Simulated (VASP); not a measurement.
Wanted: the native input for a VASP 6.6.1 run.

```
Task                   : single point
Functional             : PBE
Dispersion             : D3(BJ)
Potentials or basis    : VASP PAW PBE potentials, release 64 (Zn, O_h)
Cutoff                 : 910 eV
k mesh                 : 12 × 12 × 6
Occupations            : gaussian, width 0.02 eV
Spin                   : no spin polarisation
Dipole correction      : no
Further INCAR settings : ALGO = Normal; EDIFF = 1e-06; NBANDS = 26
```

The structure of ZnO lies in POSCAR:

```
ZnO
1.0
    3.2547447267      0.0000000000      0.0000000000
   -1.6273723633      2.8186916162      0.0000000000
    0.0000000000      0.0000000000      5.2564237873
Zn O
2 2
Direct
    0.3333333333      0.6666666667      0.0016172184
    0.6666666667      0.3333333333      0.5016172184
    0.3333333333      0.6666666667      0.3804827816
    0.6666666667      0.3333333333      0.8804827816
```

These files were run (other wordings do the same):

INCAR

```
  PREC = Accurate
  ENCUT = 910
  EDIFF = 1E-6
  ISMEAR = 0
  SIGMA = 0.02
  LREAL = F
  LASPH = T
  NELM = 120
  ALGO = Normal
  ISIF = 2
  LWAVE = F
  LCHARG = T
  GGA = PE
  IVDW = 12
  LELF = T
  LVHAR = T
  NBANDS = 26
  GGA_COMPAT = F
```

KPOINTS

```
Automatic mesh
0
Gamma
  12 12 6
```

Potentials or basis: VASP PAW PBE potentials, release 64 (Zn, O_h).

Launch:

```console
$ cat potpaw_PBE.64/Zn/POTCAR potpaw_PBE.64/O_h/POTCAR > POTCAR
$ mpirun -np 1 vasp_std > vasp.out
```

Results of the run:

```yaml
Pressure: 0.7 GPa
Band_gap_on_the_k_mesh: 0.76 eV
Dispersion_energy_per_atom: -0.221 eV
```

Caveat: the cutoff is under 1.25 times the usual one of these potentials, so pressure, stress and relaxed cells hold a basis-set (Pulay) error.

Wall time 95 s on 1 thread of Intel(R) Xeon(R) Platinum 8559C (Emerald Rapids) (shared host), peak memory 0.35 GiB.
